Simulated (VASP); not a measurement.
# AlFe (Pm-3m) in VASP: a series of runs, part 2 of 2

VASP 6.6.1. The steps go on from the part before.

## 5. Single point, PBE, collinear spin, ferromagnetic start (volume scaled by 0.94)

INCAR reads:

```
SYSTEM = AlFe
PREC = Accurate
ENCUT = 520
EDIFF = 1E-6
ISMEAR = 0
SIGMA = 0.1
LREAL = .FALSE.
LASPH = .TRUE.
NELM = 150
ALGO = Normal
ISIF = 2
LWAVE = .FALSE.
LCHARG = .FALSE.
ISPIN = 2
MAGMOM = 0 0.77
LORBIT = 11
LMAXMIX = 4
GGA = PE
NBANDS = 16
```

KPOINTS reads:

```
regular mesh
0
G
  14 14 14
  0 0 0
```

POSCAR reads:

```
AlFe
1.0
    2.8156546003      0.0000000000      0.0000000000
    0.0000000000      2.8156546003      0.0000000000
    0.0000000000      0.0000000000      2.8156546003
Al Fe
1 1
Direct
    0.0000000000      0.0000000000      0.0000000000
    0.5000000000      0.5000000000      0.5000000000
```

Potentials or basis: VASP PAW PBE potentials, release 64 (Al, Fe).

On the command line:

```bash
$ cat potpaw_PBE.64/Al/POTCAR potpaw_PBE.64/Fe/POTCAR > POTCAR
$ mpirun -np 1 vasp_std > vasp.out
```

OUTCAR:

```text
SYSTEM = AlFe
   PREC = Accurate
   ENCUT = 520
   EDIFF = 1E-6
   ISMEAR = 0
   LREAL = .FALSE.
   LASPH = .TRUE.
   NELM = 150
   ISIF = 2
   ISPIN = 2
   LORBIT = 11
   GGA = PE

 ion  position               nearest neighbor table
   1  0.000  0.000  0.000-   2 2.44   2 2.44   2 2.44   2 2.44   2 2.44   2 2.44   2 2.44   2 2.44

   2  0.500  0.500  0.500-   1 2.44   1 2.44   1 2.44   1 2.44   1 2.44   1 2.44   1 2.44   1 2.44

  LATTYP: Found a simple cubic cell.
 ALAT       =     2.8156546003

  Lattice vectors:

 A1 = (   2.8156546003,   0.0000000000,   0.0000000000)
 A2 = (   0.0000000000,   2.8156546003,   0.0000000000)
 A3 = (   0.0000000000,   0.0000000000,   2.8156546003)
[... 1128 lines left out ...]
 -----------------------------------------------------------------------------
  energy-cutoff  :      520.00
  volume of cell :       22.32
      direct lattice vectors                 reciprocal lattice vectors
     2.815654600  0.000000000  0.000000000     0.355157199  0.000000000  0.000000000
     0.000000000  2.815654600  0.000000000     0.000000000  0.355157199  0.000000000
     0.000000000  0.000000000  2.815654600     0.000000000  0.000000000  0.355157199

 POSITION                                       TOTAL-FORCE (eV/Angst)
 -----------------------------------------------------------------------------------
      0.00000      0.00000      0.00000         0.000000      0.000000      0.000000
      1.40783      1.40783      1.40783         0.000000      0.000000      0.000000
 -----------------------------------------------------------------------------------
    total drift:                                0.000000     -0.000000     -0.000000

  FREE ENERGIE OF THE ION-ELECTRON SYSTEM (eV)
  ---------------------------------------------------
  free  energy   TOTEN  =       -12.6011992668 eV

  energy  without entropy=      -12.5912740606  energy(sigma->0) =      -12.59623666

 total charge

# of ion       s       p       d       tot
------------------------------------------
    1        0.409   0.466   0.000   0.875
    2        0.456   0.552   6.544   7.552
--------------------------------------------------
tot          0.865   1.018   6.544   8.427

 magnetization (x)

# of ion       s       p       d       tot
------------------------------------------
    1       -0.007  -0.014   0.000  -0.021
    2        0.000   0.009   0.663   0.672
--------------------------------------------------
tot         -0.007  -0.005   0.663   0.651
```

OSZICAR:

```text
N       E                     dE             d eps       ncg     rms          rms(c)
DAV:   1     0.309657977577E+02    0.30966E+02   -0.42622E+03  7792   0.665E+02
DAV:   2    -0.130386970378E+02   -0.44004E+02   -0.39262E+02  9168   0.143E+02
DAV:   3    -0.145092671293E+02   -0.14706E+01   -0.14541E+01  9304   0.277E+01
DAV:   4    -0.145289452178E+02   -0.19678E-01   -0.19673E-01  9504   0.289E+00
DAV:   5    -0.145295947536E+02   -0.64954E-03   -0.64953E-03  9728   0.579E-01    0.144E+01
DAV:   6    -0.159208403022E+02   -0.13912E+01   -0.42853E+01  8768   0.742E+01    0.162E+01
DAV:   7    -0.126449335588E+02    0.32759E+01   -0.25123E+01  9048   0.467E+01    0.261E+00
DAV:   8    -0.126081097645E+02    0.36824E-01   -0.12443E-01  9928   0.293E+00    0.151E+00
DAV:   9    -0.126006480977E+02    0.74617E-02   -0.48456E-02  9592   0.197E+00    0.537E-01
DAV:  10    -0.126009491742E+02   -0.30108E-03   -0.14148E-03  9808   0.256E-01    0.237E-01
DAV:  11    -0.126011006212E+02   -0.15145E-03   -0.54243E-05 10832   0.744E-02    0.180E-01
DAV:  12    -0.126011958332E+02   -0.95212E-04   -0.15313E-04 10416   0.116E-01    0.653E-02
DAV:  13    -0.126011995210E+02   -0.36878E-05   -0.19629E-05 11344   0.432E-02    0.211E-02
DAV:  14    -0.126011992668E+02    0.25415E-06   -0.54926E-07  5160   0.737E-03
   1 F= -.12601199E+02 E0= -.12596237E+02  d E =-.992521E-02  mag=     0.6429
```

stdout:

```text
POSCAR found type information on POSCAR AlFe
 POSCAR found :  2 types and       2 ions
 scaLAPACK will be used
 LDA part: xc-table for (Slater+PW92), standard interpolation
 POSCAR, INCAR and KPOINTS ok, starting setup
 FFT: planning ... GRIDC
 FFT: planning ... GRID_SOFT
 FFT: planning ... GRID
 WAVECAR not read
 entering main loop
```

It took 26 s on 1 thread of Intel Xeon 6975P-C (Granite Rapids), shared host; peak memory 0.19 GiB.

What came out:

```yaml
Free_energy: -12.6012 eV
Pressure: 12.4 GPa
Net_moment: 0.64 μB per cell
Site_moments: Al -0.02; Fe +0.67 μB
Valence_electrons_inside_the_program's_atomic_spheres: Al 0.88; Fe 7.55
```

Levels at points of the mesh, in eV from the Fermi level:
Spin up:
| k point | band 4 | band 5 | band 6 | band 7 | band 8 | band 9 |
| --- | --- | --- | --- | --- | --- | --- |
| (0.00, 0.00, 0.00) | -0.31 | -0.31 | -0.31 | 6.76 | 6.76 | 6.76 |
| (0.50, 0.00, 0.00) | -1.34 | -1.34 | -0.17 | 1.09 | 8.86 | 11.50 |
| (0.50, 0.50, 0.00) | -2.15 | -1.10 | -1.10 | 0.59 | 3.58 | 4.54 |
| (0.50, 0.50, 0.50) | 0.64 | 0.64 | 3.08 | 3.08 | 3.08 | 4.91 |
Spin down:
| k point | band 1 | band 2 | band 3 | band 4 | band 5 | band 6 | band 7 | band 8 | band 9 | band 10 |
| --- | --- | --- | --- | --- | --- | --- | --- | --- | --- | --- |
| (0.00, 0.00, 0.00) | -10.73 | -2.36 | -2.36 | 0.46 | 0.46 | 0.46 | 6.81 | 6.81 | 6.81 | 9.74 |
| (0.50, 0.00, 0.00) | -6.35 | -6.17 | -1.61 | -0.67 | -0.67 | 0.61 | 1.53 | 8.77 | 11.59 | 11.59 |
| (0.50, 0.50, 0.00) | -4.88 | -2.39 | -2.15 | -2.15 | -0.40 | -0.40 | 1.07 | 3.89 | 5.04 | 13.58 |
| (0.50, 0.50, 0.50) | -3.43 | -3.43 | -3.43 | 1.12 | 1.12 | 3.15 | 3.15 | 3.15 | 4.86 | 6.76 |

## 6. Single point, PBE, collinear spin, ferromagnetic start (volume scaled by 0.97)

INCAR reads:

```
SYSTEM = AlFe
PREC     = Accurate       ! precision mode
ENCUT    = 520            ! plane-wave cutoff, eV
EDIFF    = 1E-6           ! SCF threshold, eV
ISMEAR   = 0              ! smearing method
SIGMA    = 0.1            ! smearing width, eV
LREAL    = .False.        ! projectors in reciprocal space
LASPH    = .True.         ! aspherical terms in the spheres
NELM     = 150            ! most SCF steps
ALGO     = Normal         ! electronic algorithm
ISIF     = 2              ! what is computed and relaxed
LWAVE    = .False.        ! write WAVECAR
LCHARG   = .True.         ! write CHGCAR
ISPIN    = 2              ! spin polarisation
MAGMOM   = 0 0.77         ! initial moments
LORBIT   = 11             ! projections on sites
LMAXMIX  = 4              ! l up to which the mixer works
GGA      = PE             ! functional
LELF     = .True.         ! ELF
LVHAR    = .True.       
NBANDS   = 16             ! bands
```

KPOINTS reads:

```
regular mesh
0
Gamma
  14 14 14
  0 0 0
```

POSCAR reads:

```
AlFe
1.0
    2.8452952479      0.0000000000      0.0000000000
    0.0000000000      2.8452952479      0.0000000000
    0.0000000000      0.0000000000      2.8452952479
Al Fe
1 1
Direct
    0.0000000000      0.0000000000      0.0000000000
    0.5000000000      0.5000000000      0.5000000000
```

Potentials or basis: VASP PAW PBE potentials, release 64 (Al, Fe).

On the command line:

```bash
$ cat potpaw_PBE.64/Al/POTCAR potpaw_PBE.64/Fe/POTCAR > POTCAR
$ mpirun -np 1 vasp_std > vasp.out
```

OUTCAR:

```text
SYSTEM = AlFe
   PREC = Accurate
   ENCUT = 520
   EDIFF = 1E-6
   ISMEAR = 0
   LREAL = .False.
   LASPH = .True.
   NELM = 150
   ISIF = 2
   ISPIN = 2
   LORBIT = 11
   GGA = PE

 ion  position               nearest neighbor table
   1  0.000  0.000  0.000-   2 2.46   2 2.46   2 2.46   2 2.46   2 2.46   2 2.46   2 2.46   2 2.46

   2  0.500  0.500  0.500-   1 2.46   1 2.46   1 2.46   1 2.46   1 2.46   1 2.46   1 2.46   1 2.46

  LATTYP: Found a simple cubic cell.
 ALAT       =     2.8452952479

  Lattice vectors:

 A1 = (   2.8452952479,   0.0000000000,   0.0000000000)
 A2 = (   0.0000000000,   2.8452952479,   0.0000000000)
 A3 = (   0.0000000000,   0.0000000000,   2.8452952479)

Analysis of symmetry for initial positions (statically):
=====================================================================
 Subroutine PRICEL returns:
 Original cell was already a primitive cell.

 Routine SETGRP: Setting up the symmetry group for a
 simple cubic supercell.

 Subroutine GETGRP returns: Found 48 space group operations
 (whereof 48 operations were pure point group operations)
 out of a pool of 48 trial point group operations.

The static configuration has the point symmetry O_h .

Analysis of symmetry for dynamics (positions and initial velocities):
=====================================================================
 Subroutine PRICEL returns:
 Original cell was already a primitive cell.

 Routine SETGRP: Setting up the symmetry group for a
 simple cubic supercell.

 Subroutine GETGRP returns: Found 48 space group operations
 (whereof 48 operations were pure point group operations)
 out of a pool of 48 trial point group operations.

The dynamic configuration has the point symmetry O_h .

Analysis of structural, dynamic, and magnetic symmetry:
=====================================================================
 Subroutine PRICEL returns:
 Original cell was already a primitive cell.

 Routine SETGRP: Setting up the symmetry group for a
 simple cubic supercell.

[... 144 lines left out ...]

 Free energy of the ion-electron system (eV)
  ---------------------------------------------------
  ext. energy  EPLUGINS =         0.00000000
  ---------------------------------------------------
  free energy    TOTEN  =       -12.64104112 eV

  energy without entropy =      -12.63060385  energy(sigma->0) =      -12.63582249

 E-fermi :   8.3273     XC(G=0): -12.2916

 val. band max:        8.3203067157   @ k =   0.1429   0.1429   0.1429
 cond. band min:       8.3288709778   @ k =   0.5000   0.3571   0.3571
 fundamental gap:      0.0085642621
 Fermi energy:         8.3273005800

 spin component 1

 k-point     1 :       0.0000    0.0000    0.0000
  band No.  band energies     occupation
      1      -2.2466      1.00000
      2       5.7449      1.00000
      3       5.7449      1.00000
      4       7.9867      1.00000
      5       7.9867      1.00000
      6       7.9867      1.00000
[... 435 lines left out ...]
      5       7.2414      1.00000
      6       7.7130      1.00000
[... 8 lines left out ...]
     15      27.2832      0.00000
     16      30.2827      0.00000

 [... further k-points ...]

 spin component 2

 k-point     1 :       0.0000    0.0000    0.0000
  band No.  band energies     occupation
      1      -2.2361      1.00000
      2       6.0747      1.00000
      3       6.0747      1.00000
      4       8.7741      0.00000
      5       8.7741      0.00000
      6       8.7741      0.00000
[... 435 lines left out ...]
      5       7.9486      1.00000
      6       8.4712      0.02090
[... 8 lines left out ...]
     15      27.3265      0.00000
     16      30.2729      0.00000

 [... further k-points ...]
[... 5 lines left out ...]
  --------------------------------------------------------------------------------------
  -------------------------------------------------------------------------------------
  Total        0.8191283      0.8191283      0.8191283     -0.0000000     -0.0000000     -0.0000000
  in kB       56.9744959     56.9744959     56.9744959     -0.0000000     -0.0000000     -0.0000000
  external PRESSURE =      56.9744959 kB  Pullay stress =       0.0000000 kB

 VOLUME and BASIS-vectors are now :
 -----------------------------------------------------------------------------
  energy-cutoff  :      520.00
  volume of cell :       23.03
      direct lattice vectors                 reciprocal lattice vectors
     2.845295248  0.000000000  0.000000000     0.351457375  0.000000000  0.000000000
     0.000000000  2.845295248  0.000000000     0.000000000  0.351457375  0.000000000
     0.000000000  0.000000000  2.845295248     0.000000000  0.000000000  0.351457375

 POSITION                                       TOTAL-FORCE (eV/Angst)
 -----------------------------------------------------------------------------------
      0.00000      0.00000      0.00000         0.000000      0.000000      0.000000
      1.42265      1.42265      1.42265         0.000000      0.000000      0.000000
 -----------------------------------------------------------------------------------
    total drift:                                0.000000     -0.000000     -0.000000

  FREE ENERGIE OF THE ION-ELECTRON SYSTEM (eV)
  ---------------------------------------------------
  free  energy   TOTEN  =       -12.6410411169 eV

  energy  without entropy=      -12.6306038535  energy(sigma->0) =      -12.63582249

 total charge

# of ion       s       p       d       tot
------------------------------------------
    1        0.404   0.451   0.000   0.855
    2        0.443   0.526   6.513   7.482
--------------------------------------------------
tot          0.847   0.977   6.513   8.336

 magnetization (x)

# of ion       s       p       d       tot
------------------------------------------
    1       -0.007  -0.015   0.000  -0.022
    2        0.000   0.008   0.681   0.689
--------------------------------------------------
tot         -0.007  -0.007   0.681   0.667
```

OSZICAR:

```text
N       E                     dE             d eps       ncg     rms          rms(c)
DAV:   1     0.306303266993E+02    0.30630E+02   -0.43225E+03  7808   0.663E+02
DAV:   2    -0.130530177789E+02   -0.43683E+02   -0.39009E+02  9120   0.141E+02
DAV:   3    -0.145455659337E+02   -0.14925E+01   -0.14790E+01  9488   0.275E+01
DAV:   4    -0.145662076182E+02   -0.20642E-01   -0.20635E-01  9584   0.292E+00
DAV:   5    -0.145668742135E+02   -0.66660E-03   -0.66658E-03  9784   0.578E-01    0.140E+01
DAV:   6    -0.162233975356E+02   -0.16565E+01   -0.45565E+01  8824   0.750E+01    0.172E+01
DAV:   7    -0.126804503400E+02    0.35429E+01   -0.27334E+01  9008   0.475E+01    0.266E+00
DAV:   8    -0.126500967115E+02    0.30354E-01   -0.12581E-01  9800   0.284E+00    0.158E+00
DAV:   9    -0.126390981444E+02    0.10999E-01   -0.56906E-02  9528   0.209E+00    0.657E-01
DAV:  10    -0.126402852742E+02   -0.11871E-02   -0.16894E-03 10136   0.327E-01    0.320E-01
DAV:  11    -0.126405949677E+02   -0.30969E-03   -0.70987E-05 11192   0.814E-02    0.262E-01
DAV:  12    -0.126410149888E+02   -0.42002E-03   -0.60936E-04 10544   0.219E-01    0.842E-02
DAV:  13    -0.126410391400E+02   -0.24151E-04   -0.86213E-05 11504   0.879E-02    0.231E-02
DAV:  14    -0.126410411504E+02   -0.20104E-05   -0.59562E-06  8496   0.235E-02    0.492E-03
DAV:  15    -0.126410411169E+02    0.33488E-07   -0.44704E-07  4696   0.522E-03
   1 F= -.12641041E+02 E0= -.12635822E+02  d E =-.104373E-01  mag=     0.6550
```

Run time: 30 s. Hardware: 1 thread of Intel Xeon 6975P-C (Granite Rapids), shared host; peak memory 0.2 GiB.

What came out:

```yaml
Free_energy: -12.6410 eV
Pressure: 5.7 GPa
Net_moment: 0.65 μB per cell
Site_moments: Al -0.02; Fe +0.69 μB
Valence_electrons_inside_the_program's_atomic_spheres: Al 0.85; Fe 7.48
```

## 7. Overview

```csv
cell,k mesh,gap on the mesh (eV),pressure (GPa),moment (μB)
"a = 2.910 Å, 2 atoms",6 × 6 × 6,none,-6.0,0.74
"a = 2.754 Å, 2 atoms",14 × 14 × 14,none,29.6,0.61
"a = 2.785 Å, 2 atoms",14 × 14 × 14,none,20.3,0.63
"a = 2.816 Å, 2 atoms",14 × 14 × 14,none,12.4,0.64
"a = 2.845 Å, 2 atoms",14 × 14 × 14,none,5.7,0.65
```

Alike in all rows: task single point; level PBE; potentials or basis VASP PAW PBE potentials, release 64 (Al, Fe); spin collinear, ferromagnetic start; cutoff (eV) 520; smearing gaussian 0.1 eV.

Caveats: the moment fell far below its start of 4 μB, so a state of higher moment may lie lower in energy (some runs).

Absolute energies hang on the potentials; compare differences alone.
